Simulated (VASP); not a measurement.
Here is a VASP 6.6.1 calculation.

The input INCAR:

```
ALGO = Normal
EDIFF = 1E-6
ENCUT = 520
GGA = PE
ISIF = 2
ISMEAR = 0
LASPH = True
LCHARG = False
LREAL = Auto
LWAVE = False
NBANDS = 72
NELM = 60
PREC = Accurate
SIGMA = 0.05
```

KPOINTS

```
k-points
0
Gamma
  2 2 2
```

The input POSCAR:

```
Al
1.0
    8.1000000000      0.0000000000      0.0000000000
    0.0000000000      8.1000000000      0.0000000000
    0.0000000000      0.0000000000      8.1000000000
Al
33
Direct
    0.4999448148      0.0150759259     -0.0000544444
    0.7521181481      0.2502853086      0.0002551852
    0.7464622222     -0.0033506173      0.2535317284
   -0.0003093827      0.0024267901      0.0002485185
    0.2475586420      0.2502780247      0.0002482716
    0.4999219753      0.4853827160     -0.0000493827
    0.7645940741      0.7500771605     -0.0000490123
    0.2529629630     -0.0029691358      0.2531304938
    0.4999232099      0.2499320988      0.2353600000
    0.7460912346      0.5039055556      0.2539016049
    0.4995525926      0.0582918519      0.5003538272
    0.7645945679      0.2499328395      0.5000753086
    0.7467701235     -0.0030607407      0.7469353086
   -0.0003165432      0.4978719753      0.0002546914
    0.2349006173      0.7500541975     -0.0000543210
   -0.0003160494      0.2502844444      0.2478611111
    0.2532961728      0.5034861728      0.2534829630
    0.4995456790      0.7504070370      0.1906518519
    0.0000903704      0.0150780247      0.5000546914
    0.2348997531      0.2499270370      0.5000541975
    0.4995449383      0.4405638272      0.5003607407
    0.8095227160      0.7504080247      0.5003611111
    0.2526885185     -0.0026941975      0.7473024691
    0.4999441975      0.2499266667      0.7650541975
    0.7464128395      0.5035845679      0.7465969136
    0.0000846914      0.7500749383      0.2353592593
    0.0000841975      0.4853813580      0.5000743210
    0.1917927160      0.7504000000      0.5003535802
   -0.0003095062      0.2502785185      0.7524145679
    0.2530087654      0.5031806173      0.7469808642
    0.4995522222      0.7504007407      0.8083782716
    0.0000906173      0.7500553086      0.7650554321
    0.5009341975      0.7491858025      0.4993075309
```

Potentials or basis: VASP PAW PBE potentials, release 64 (Al).

Command:

```console
$ cat potpaw_PBE.64/Al/POTCAR > POTCAR
$ mpirun -np 1 vasp_std > vasp.out
```

What does it give for the band gap on the k mesh?

Zero (an odd number of electrons rules out a gap without spin polarisation).

Predict the pressure.

4.7 GPa.

Estimate the largest force.

0.013 eV/Å.

Forces on the atoms (eV/Å):
```
Al   0.000  0.007  0.001
Al   0.005  0.000  0.000
Al   0.006  0.007 -0.006
Al   0.001  0.006  0.000
Al  -0.006  0.000  0.000
Al   0.000 -0.007  0.000
Al   0.007  0.000  0.000
Al  -0.006  0.006 -0.006
Al   0.000  0.001 -0.007
Al   0.007 -0.007 -0.008
Al  -0.002  0.005  0.000
Al   0.007  0.001  0.000
Al   0.006  0.007  0.007
Al   0.000 -0.005  0.000
Al  -0.006  0.000  0.001
Al   0.000  0.000 -0.005
Al  -0.007 -0.006 -0.006
Al  -0.001  0.000 -0.003
Al  -0.001  0.006  0.000
Al  -0.006  0.001  0.000
Al  -0.001 -0.004  0.001
Al   0.003  0.001  0.001
Al  -0.003  0.003  0.003
Al   0.000  0.001  0.007
Al   0.007 -0.007  0.007
Al  -0.001  0.000 -0.007
Al  -0.001 -0.007  0.000
Al  -0.005  0.001  0.001
Al   0.000  0.000  0.006
Al  -0.006 -0.007  0.006
Al   0.000  0.001  0.006
Al  -0.001  0.000  0.007
Al   0.004 -0.005 -0.004
```

Caveat: the k points lie up to 0.39 Å⁻¹ apart, too coarse for converged energies and pressures of a metal.
